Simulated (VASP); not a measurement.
# Al2O3 (P-6m2) in VASP: notebook

The runs below take Al2O3 through single point, with r2SCAN.

Everything below comes from runs of VASP 6.6.1. Logs are shortened: lines on timing, memory, paths and dates and some standing lists are left out, and cuts for length are marked.

### Step 1. The cell of the first run

The structure is hexagonal, space group P-6m2 (No. 187). The conventional cell has a = 2.884 Å, b = 2.884 Å, c = 9.337 Å, α = 90.00°, β = 90.00°, γ = 120.00°. Al (site symmetry 3m) has 6 O at 1.80 to 2.18 Å within 2.4 Å. Within 2.4 Å of O (site symmetry 3m) lie 3 Al at 1.80 Å. O (site symmetry -6m2) has 6 Al at 2.18 Å and 12 O at 2.66 to 2.88 Å within 2.9 Å.

### Step 2. Single point, r2SCAN

Contents of POSCAR:

```
Al2O3
1.0
    2.8843200000      0.0000000000      0.0000000000
   -1.4421600000      2.4979000000      0.0000000000
    0.0000000000      0.0000000000      9.3367500000
Al O
2 3
Direct
    0.0000000000      0.0000000000      0.1499900000
    0.0000000000      0.0000000000      0.8500100000
    0.3333333333      0.6666666667      0.2223200000
    0.6666666667      0.3333333333      0.0000000000
    0.3333333333      0.6666666667      0.7776800000
```

Contents of INCAR.step1:

```
SYSTEM = Al2O3
PREC = Accurate
ENCUT = 520
ISMEAR = 0
SIGMA = 0.01
LREAL = .FALSE.
LASPH = .TRUE.
NELM = 100
NBANDS = 20
GGA = PE
ALGO = Normal
EDIFF = 1E-4
LWAVE = .TRUE.
LCHARG = .FALSE.
```

Contents of INCAR.step2:

```
SYSTEM = Al2O3
PREC = Accurate
ENCUT = 520
EDIFF = 1E-7
ISMEAR = 0
SIGMA = 0.01
LREAL = .FALSE.
LASPH = .TRUE.
NELM = 100
ALGO = Normal
ISIF = 2
LWAVE = .FALSE.
LCHARG = .FALSE.
METAGGA = R2SCAN
LMIXTAU = .TRUE.
NBANDS = 20
ISTART = 1
```

Contents of KPOINTS:

```
regular mesh
0
G
  7 7 2
  0 0 0
```

Potentials or basis: VASP PAW PBE potentials, release 64 (Al, O).

Started as:

```console
$ cat potpaw_PBE.64/Al/POTCAR potpaw_PBE.64/O/POTCAR > POTCAR
$ cp INCAR.step1 INCAR
$ mpirun -np 1 vasp_std > vasp.out
$ cp INCAR.step2 INCAR
$ mpirun -np 1 vasp_std > vasp.out
```

OUTCAR:

```text
SYSTEM = Al2O3
   PREC = Accurate
   ENCUT = 520
   EDIFF = 1E-7
   ISMEAR = 0
   LREAL = .FALSE.
   LASPH = .TRUE.
   NELM = 100
   ISIF = 2
   METAGGA = R2SCAN
   ISTART = 1

 ion  position               nearest neighbor table
   1  0.000  0.000  0.150-   3 1.80   3 1.80   3 1.80   4 2.18   4 2.18   4 2.18   2 2.80
   2  0.000  0.000  0.850-   5 1.80   5 1.80   5 1.80   4 2.18   4 2.18   4 2.18   1 2.80
   3  0.333  0.667  0.222-   1 1.80   1 1.80   1 1.80
   4  0.667  0.333  0.000-   1 2.18   2 2.18   1 2.18   2 2.18   1 2.18   2 2.18
   5  0.333  0.667  0.778-   2 1.80   2 1.80   2 1.80

  LATTYP: Found a hexagonal cell.
 ALAT       =     2.8843200000
 C/A-ratio  =     3.2370714761

  Lattice vectors:

 A1 = (   2.8843200000,   0.0000000000,   0.0000000000)
 A2 = (  -1.4421600000,   2.4979000000,   0.0000000000)
 A3 = (   0.0000000000,   0.0000000000,   9.3367500000)

Analysis of symmetry for initial positions (statically):
=====================================================================
 Subroutine PRICEL returns:
 Original cell was already a primitive cell.

 Routine SETGRP: Setting up the symmetry group for a
 hexagonal supercell.

 Subroutine GETGRP returns: Found 12 space group operations
 (whereof 12 operations were pure point group operations)
 out of a pool of 24 trial point group operations.

The static configuration has the point symmetry D_3h.

Analysis of symmetry for dynamics (positions and initial velocities):
=====================================================================
 Subroutine PRICEL returns:
 Original cell was already a primitive cell.

 Routine SETGRP: Setting up the symmetry group for a
 hexagonal supercell.

 Subroutine GETGRP returns: Found 12 space group operations
 (whereof 12 operations were pure point group operations)
 out of a pool of 24 trial point group operations.

The dynamic configuration has the point symmetry D_3h.

 Subroutine INISYM returns: Found 12 space group operations
 (whereof 12 operations are pure point group operations),
 and found     1 'primitive' translations

----------------------------------------------------------------------------------------

                                     Primitive cell

  volume of cell :      67.2689

  direct lattice vectors                    reciprocal lattice vectors
     2.884320000  0.000000000  0.000000000     0.346702169  0.200168141  0.000000000
    -1.442160000  2.497900000  0.000000000     0.000000000  0.400336282  0.000000000
     0.000000000  0.000000000  9.336750000     0.000000000  0.000000000  0.107103650

  length of vectors
     2.884320000  2.884324856  9.336750000     0.400336956  0.400336282  0.107103650

  position of ions in fractional coordinates (direct lattice)
     0.000000000  0.000000000  0.149990000
     0.000000000  0.000000000  0.850010000
     0.333333333  0.666666667  0.222320000
     0.666666667  0.333333333  0.000000000
     0.333333333  0.666666667  0.777680000

  ion indices of the primitive-cell ions
   primitive index   ion index
                 1           1
                 2           2
                 3           3
                 4           4
                 5           5

----------------------------------------------------------------------------------------

 KPOINTS: regular mesh

Automatic generation of k-mesh.
 Grid dimensions read from file:
 generate k-points for:    7    7    2

 Generating k-lattice:

  Cartesian coordinates                     Fractional coordinates (reciprocal lattice)
     0.049528881  0.028595449  0.000000000     0.142857143  0.000000000  0.000000000
     0.000000000  0.057190897  0.000000000     0.000000000  0.142857143  0.000000000
     0.000000000  0.000000000  0.053551825     0.000000000  0.000000000  0.500000000

  Length of vectors
     0.057190994  0.057190897  0.053551825

  Shift w.r.t. Gamma in fractional coordinates (k-lattice)
     0.000000000  0.000000000  0.000000000

 Subroutine IBZKPT returns following result:
 ===========================================

 Found     16 irreducible k-points:

 Following reciprocal coordinates:
            Coordinates               Weight
  0.000000  0.000000  0.000000      1.000000
  0.142857  0.000000  0.000000      6.000000
  0.285714  0.000000  0.000000      6.000000
  0.428571  0.000000  0.000000      6.000000
  0.142857  0.142857  0.000000      6.000000
  0.285714  0.142857  0.000000     12.000000
[... 8 lines left out ...]
  0.428571  0.142857  0.500000      6.000000
  0.285714  0.285714  0.500000      6.000000
   k-points           NKPTS =     16   k-points in BZ     NKDIM =     16   number of bands    NBANDS=     20
   number of dos      NEDOS =    301   number of ions     NIONS =      5
   total plane-waves  NPLWV =  40320
   dimension x,y,z NGX =    24 NGY =   24 NGZ =   70
   dimension x,y,z NGXF=    48 NGYF=   48 NGZF=  140
   ions per type =               2   3
   NGX,Y,Z   is equivalent  to a cutoff of  13.83, 13.83, 12.46 a.u.
   NGXF,Y,Z  is equivalent  to a cutoff of  27.67, 27.67, 24.93 a.u.
 SYSTEM =  Al2O3
   PREC   = accura    normal or accurate (medium, high low for compatibility)
   ISTART =      1    job   : 0-new  1-cont  2-samecut
   ICHARG =      0    charge: 1-file 2-atom 10-const
   ISPIN  =      1    spin polarized calculation?
   LNONCOLLINEAR =      F non collinear calculations
   LSORBIT =      F    spin-orbit coupling
   LASPH  =      T    aspherical Exc in radial PAW
   ENCUT  =  520.0 eV  38.22 Ry    6.18 a.u.   5.36  5.36 17.36*2*pi/ulx,y,z
   NELM   =    100;   NELMIN=  2; NELMDL=  0     # of ELM steps
   EDIFF  = 0.1E-06   stopping-criterion for ELM
   LREAL  =      F    real-space projection
   EDIFFG = 0.1E-05   stopping-criterion for IOM
   NSW    =      0    number of steps for IOM
   IBRION =     -1    ionic relax: 0-MD 1-quasi-New 2-CG
   NFREE  =      0    steps in history (QN), initial steepest desc. (CG)
   ISIF   =      2    stress and relaxation
   ISYM   =      2    0-nonsym 1-usesym 2-fastsym
   POTIM  = 0.5000    time-step for ionic-motion
   TEBEG  =    0.0;   TEEND  =   0.0 temperature during run
   PSTRESS=    0.0 pullay stress
   NELECT =      24.0000    total number of electrons
   NUPDOWN=      -1.0000    fix difference up-down
   EMIN   =  10.00;   EMAX   =-10.00  energy-range for DOS
   EFERMI =   0.00;   METHOD = LEGACY
   ISMEAR =     0;   SIGMA  =   0.01  broadening in eV -4-tet -1-fermi 0-gaus
   EFERMI_NEDOS =   21; number of points for ismear=-14 and -15
   IALGO  =     38    algorithm
   IMIX   =      4    mixing-type and parameters
     AMIX     =   0.40;   BMIX     =  1.00
     AMIX_MAG =   1.60;   BMIX_MAG =  1.00
  volume/ion in A,a.u.               =      13.45        90.79
  Fermi-wavevector in a.u.,A,eV,Ry     =   1.161111  2.194182 18.343094  1.348179
  Thomas-Fermi vector in A             =   2.297687
   LORBIT       =      0    0 simple, 1 ext, 2 COOP (PROOUT), +10 PAW based schemes
   METAGGA = R2SCAN    functional components
   LHFCALC =     F    Hartree Fock is set to
   AEXX    =    0.0000 exact exchange contribution
   IVDW    =     0    specifies the selected vdW correction
   LEPSILON=     F    determine dielectric tensor
   LRPA    =     F    only Hartree local field effects (RPA)
 non-spin polarized calculation
 Gauss-broadening in eV      SIGMA  =   0.01
  energy-cutoff  :      520.00
  volume of cell :       67.27
 maximum number of plane-waves:      1846
 NGX is ok and might be reduce to    24
   NGX = 11   NGY = 11   NGZ = 35

 number of electron      23.9999982 magnetization

 Free energy of the ion-electron system (eV)
  ---------------------------------------------------
  ext. energy  EPLUGINS =         0.00000000
  ---------------------------------------------------
  free energy    TOTEN  =       -46.79044750 eV

  energy without entropy =      -46.79044750  energy(sigma->0) =      -46.79044750

 E-fermi :   0.4945     XC(G=0):  -8.7592

 val. band max:        0.4489191692   @ k =   0.1429   0.0000   0.0000
 cond. band min:       6.0615918922   @ k =   0.0000   0.0000   0.0000
 fundamental gap:      5.6126727230
 Fermi energy:         0.4944620564

 k-point     1 :       0.0000    0.0000    0.0000
  band No.  band energies     occupation
      1     -19.2058      2.00000
      2     -18.1599      2.00000
      3     -17.0398      2.00000
      4      -4.5683      2.00000
      5      -1.6402      2.00000
      6      -1.0606      2.00000
[... 12 lines left out ...]
     19      16.4664      0.00000
     20      16.4664      0.00000

 k-point     2 :       0.1429    0.0000    0.0000
  band No.  band energies     occupation
      1     -18.9644      2.00000
      2     -17.9840      2.00000
      3     -16.9576      2.00000
      4      -4.4415      2.00000
      5      -2.3465      2.00000
      6      -1.6594      2.00000
[... 12 lines left out ...]
     19      14.9238      0.00000
     20      15.9481      0.00000

 k-point     3 :       0.2857    0.0000    0.0000
  band No.  band energies     occupation
      1     -18.3301      2.00000
      2     -17.5578      2.00000
      3     -16.8107      2.00000
      4      -4.5650      2.00000
      5      -4.0615      2.00000
      6      -2.8931      2.00000
[... 12 lines left out ...]
     19      14.3585      0.00000
     20      15.0380      0.00000

 k-point     4 :       0.4286    0.0000    0.0000
  band No.  band energies     occupation
      1     -17.6195      2.00000
      2     -17.1780      2.00000
      3     -16.8309      2.00000
      4      -5.3386      2.00000
      5      -5.2253      2.00000
      6      -3.8149      2.00000
[... 245 lines left out ...]
 k-point    15 :       0.4286    0.1429    0.5000
  band No.  band energies     occupation
      1     -17.3685      2.00000
      2     -17.0727      2.00000
      3     -16.8791      2.00000
      4      -5.3454      2.00000
      5      -5.1403      2.00000
      6      -3.7809      2.00000
[... 12 lines left out ...]
     19      14.8020      0.00000
     20      15.1249      0.00000

 k-point    16 :       0.2857    0.2857    0.5000
  band No.  band energies     occupation
      1     -17.2813      2.00000
      2     -17.0295      2.00000
      3     -16.8752      2.00000
      4      -4.9946      2.00000
      5      -4.7606      2.00000
      6      -3.7804      2.00000
[... 12 lines left out ...]
     19      14.8251      0.00000
     20      14.8661      0.00000

------------------------ aborting loop because EDIFF is reached ----------------------------------------

  FORCE on cell =-STRESS in cart. coord.  units (eV):
  Direction    XX          YY          ZZ          XY          YZ          ZX
  --------------------------------------------------------------------------------------
  -------------------------------------------------------------------------------------
  Total       -2.2112174     -2.2112273     -1.4779646      0.0000000      0.0000000      0.0000000
  in kB      -52.6656923    -52.6659287    -35.2014368      0.0000000      0.0000000      0.0000000
  external PRESSURE =     -46.8443526 kB  Pullay stress =       0.0000000 kB

 VOLUME and BASIS-vectors are now :
 -----------------------------------------------------------------------------
  energy-cutoff  :      520.00
  volume of cell :       67.27
      direct lattice vectors                 reciprocal lattice vectors
     2.884320000  0.000000000  0.000000000     0.346702169  0.200168141  0.000000000
    -1.442160000  2.497900000  0.000000000     0.000000000  0.400336282  0.000000000
     0.000000000  0.000000000  9.336750000     0.000000000  0.000000000  0.107103650

 POSITION                                       TOTAL-FORCE (eV/Angst)
 -----------------------------------------------------------------------------------
      0.00000      0.00000      1.40042        -0.000000     -0.000000      0.149427
      0.00000      0.00000      7.93633        -0.000000     -0.000000     -0.149427
     -0.00000      1.66527      2.07575        -0.000000      0.000000     -0.435816
      1.44216      0.83263      0.00000         0.000000     -0.000000      0.000000
     -0.00000      1.66527      7.26100        -0.000000      0.000000      0.435816
 -----------------------------------------------------------------------------------
    total drift:                                0.000006     -0.000277      0.000000

  FREE ENERGIE OF THE ION-ELECTRON SYSTEM (eV)
  ---------------------------------------------------
  free  energy   TOTEN  =       -46.7904474979 eV

  energy  without entropy=      -46.7904474979  energy(sigma->0) =      -46.79044750
```

It took 2.7 min on 1 thread of Intel Xeon 8259CL, shared host; peak memory 0.2 GiB.

What came out:

| Property | Result |
| --- | --- |
| Free energy | -46.7904 eV |
| Pressure | -4.7 GPa |
| Largest force | 0.436 eV/Å |
| Band gap on the k mesh | 5.61 eV (least direct gap 5.83 eV) |

Forces in eV/Å, atoms in the order of the input:
```
Al   0.000  0.000  0.149
Al   0.000  0.000 -0.149
O    0.000  0.000 -0.436
O    0.000  0.000  0.000
O    0.000  0.000  0.436
```

Caveat: the cell stands under tension; the PAW data sets were made with another functional, which shifts forces and pressure a little; an odd mesh through Γ misses points on the zone boundary, where band edges can lie.

### Step 3. Single point, r2SCAN

POSCAR is that of step 2.

Contents of INCAR.step1:

```
ALGO = Normal
EDIFF = 1E-4
ENCUT = 520
GGA = PE
ISMEAR = 0
LASPH = True
LCHARG = False
LREAL = False
LWAVE = True
NBANDS = 20
NELM = 80
PREC = Accurate
SIGMA = 0.01
```

Contents of INCAR.step2:

```
ALGO = Normal
EDIFF = 1E-6
ENCUT = 520
ISIF = 2
ISMEAR = 0
ISTART = 1
LASPH = True
LCHARG = False
LMIXTAU = True
LREAL = False
LWAVE = False
METAGGA = R2SCAN
NBANDS = 20
NELM = 80
PREC = Accurate
SIGMA = 0.01
```

Contents of KPOINTS:

```
k-points
0
Gamma
  9 9 3
```

Potentials or basis: VASP PAW PBE potentials, release 64 (Al, O).

Started as:

```console
$ cat potpaw_PBE.64/Al/POTCAR potpaw_PBE.64/O/POTCAR > POTCAR
$ cp INCAR.step1 INCAR
$ mpirun -np 1 vasp_std > vasp.out
$ cp INCAR.step2 INCAR
$ mpirun -np 1 vasp_std > vasp.out
```

Wall time 3.5 min (1 thread of Intel Xeon 8259CL, shared host); peak memory 0.2 GiB.

The run converged. Its results:

```
Free energy            : -46.7906 eV
Pressure               : -4.7 GPa
Largest force          : 0.436 eV/Å
Band gap on the k mesh : 5.59 eV (least direct gap 5.83 eV)
```

Forces in eV/Å, atoms in the order of the input:
```
Al   0.000  0.000  0.149
Al   0.000  0.000 -0.149
O    0.000  0.000 -0.436
O    0.000  0.000  0.000
O    0.000  0.000  0.436
```

Stress tensor (GPa, compression positive):
```
-5.27  0.00  0.00
 0.00 -5.27  0.00
 0.00  0.00 -3.52
```

Levels at points of the mesh, in eV from the valence-band top:
```
           k point  band 9  band 10  band 11  band 12  band 13  band 14  band 15  band 16
(0.00, 0.00, 0.00)   -1.27    -0.56    -0.56    -0.23     5.59     8.28     8.75    10.11
```

Caveat: the cell stands under tension; the PAW data sets were made with another functional, which shifts forces and pressure a little; an odd mesh through Γ misses points on the zone boundary, where band edges can lie.
